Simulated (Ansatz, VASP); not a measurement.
# V: VASP beside Ansatz

INCAR

```
PREC     = Accurate       # precision mode
ENCUT    = 520            # plane-wave cutoff, eV
EDIFF    = 1E-6           # SCF threshold, eV
ISMEAR   = -1             # smearing method
SIGMA    = 0.08           # smearing width, eV
LREAL    = F              # projectors in reciprocal space
LASPH    = T              # aspherical terms in the spheres
NELM     = 60             # most SCF steps
ALGO     = Normal         # electronic algorithm
ISIF     = 2              # what is computed and relaxed
LWAVE    = F              # write WAVECAR
LCHARG   = T              # write CHGCAR
GGA      = PE             # functional
LELF     = T              # ELF
LVHAR    = T            
NBANDS   = 12             # bands
```

Contents of KPOINTS:

```
Automatic mesh
0
Gamma
  15 15 15
```

File POSCAR:

```
V
1.0
    2.0677479897      0.0000000000      0.0000000000
    0.0000000000      2.0677479897      0.0000000000
    0.0000000000      0.0000000000      2.0677479897
V
1
Direct
    0.0000000000      0.0000000000      0.0000000000
```

Input for Ansatz:

```yaml
crystal:
  lattice:
    - [2.0677479897, 0.0, 0.0]
    - [0.0, 2.0677479897, 0.0]
    - [0.0, 0.0, 2.0677479897]
  atoms:
    - { symbol: V, position: [0.0, 0.0, 0.0] }
kpoints:
  mp_grid: { grid: [15, 15, 15] }
scf:
  occupations: { method: fermi_dirac, width: 0.08 }
hamiltonian:
  xc: pbe
  pseudopotentials: { kind: all_electron, lapw: { basis_error: 0.001 } }
output:
  forces: true
  stress: true
  eigenvalues: true
  populations: true
```

Change from the starting cell: volume scaled by 0.6, LAPW.

Alike in both runs: task single point; functional PBE; k mesh 15 × 15 × 15; occupations fermi-dirac, width 0.08 eV; no spin polarisation.

|  | VASP | Ansatz |
| --- | --- | --- |
| version | VASP 6.6.1 | Ansatz 0.2.0 |
| potentials or method | VASP PAW PBE potentials, release 64 (V_sv), cutoff 520 eV | all-electron LAPW, scalar-relativistic |

|  | VASP | Ansatz | Ansatz less VASP |
| --- | --- | --- | --- |
| pressure (GPa) | 189.1 | 181.7 | -7.33 |

Both programs put the cell under a high pressure, so it lies far from rest at this level. Ansatz ran all-electron here, and VASP with PAW potentials.

Noted on VASP's run: the cell as given lies far from equilibrium.
